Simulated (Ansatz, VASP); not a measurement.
# One calculation of Al2SiF2, two programs

```
Al Si F
1.0
     4.64309    0.00000    0.00000
    -2.32155    4.02103    0.00000
     0.00000    0.00000    6.68155
Al Si F
2 1 2
Cartesian
  0.0000 2.6807 3.3408
  2.3215 1.3403 3.3408
  0.0000 0.0000 3.3408
  0.0000 0.0000 5.0886
  0.0000 0.0000 1.5930
```

Alike in both runs: functional PBE; k mesh 3 × 3 × 3; occupations gaussian, width 0.15 eV; no spin polarisation.

Ansatz relaxed the structure, and its values are those at the end. VASP's run is a single point on that final structure, the one shown.

|  | VASP | Ansatz |
| --- | --- | --- |
| version | VASP 6.6.1 | Ansatz 0.2.0 |
| potentials or method | VASP PAW PBE potentials, release 64 (Al, Si, F), cutoff 600 eV | scalar-relativistic, plane waves, PAW |
| valence electrons in the cell | 24 | 24 |

Ansatz gave:

| Quantity | Value |
| --- | --- |
| gap on the k mesh at the Fermi level (eV) | none |
| pressure (GPa) | 0.1 |
| rms of the force components (eV/Å) | 0.002 |

Question: What did VASP give for the same quantities?

Answer: gap on the k mesh at the Fermi level (eV): none; pressure (GPa): 0.1; rms of the force components (eV/Å): 0.042.

A gap of «none» marks a metal or a gap that the smearing closes. The functional is the same, so the differences come from potentials, cutoffs and numerics.

The k mesh is coarse, so the values compare programs but aren't converged.
